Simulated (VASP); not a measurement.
SnS2 (Berndtite-2T): single point with revPBE

The system is SnS2 (Berndtite-2T).

```
Sn S
1.0
     3.69359    0.00000    0.00000
    -1.84679    3.19874    0.00000
     0.00000    0.00000    5.69584
Sn S
1 2
Direct
  0.00000 0.00000 0.00000
  0.33333 0.66667 0.25000
  0.66667 0.33333 0.75000
```

- Program: VASP 6.6.1
- Task: single point
- Functional: revPBE
- Potentials or basis: VASP PAW PBE potentials, release 64 (Sn_d, S)
- Cutoff: 500 eV
- k mesh: 6 × 6 × 3
- Occupations: fermi-dirac, width 0.02 eV
- Spin: no spin polarisation
- Dipole correction: no
- Further INCAR settings: ALGO = Normal; EDIFF = 1e-06; NBANDS = 20

```
Pressure               : 5.4 GPa
Largest force          : 0.462 eV/Å
Band gap on the k mesh : 1.30 eV, indirect (least direct gap 1.63 eV)
```

Forces in eV/Å, atoms in the order of the input:
```
Sn   0.000  0.000  0.000
S    0.000  0.000  0.462
S    0.000  0.000 -0.462
```

Stress tensor (GPa, compression positive):
```
4.45 0.00 0.00
0.00 4.45 0.00
0.00 0.00 7.25
```

Levels at points of the mesh, in eV from the valence-band top:
```tsv
k point	band 10	band 11	band 12	band 13	band 14	band 15	band 16	band 17
(0.00, 0.00, 0.00)	-1.05	-0.80	-0.80	0.00	1.63	3.24	5.08	5.08
(0.50, 0.00, 0.00)	-2.98	-2.91	-1.21	-0.56	1.50	4.31	5.87	5.93
```

Run time: 51 s on 1 thread of Intel Xeon 8259CL, on a shared host, peak memory 0.18 GiB.

Caveat: the PAW data sets were made with another functional, which shifts forces and pressure a little; spin-orbit coupling is left out, which moves the levels of the heavy elements. A k mesh can miss the band edges.
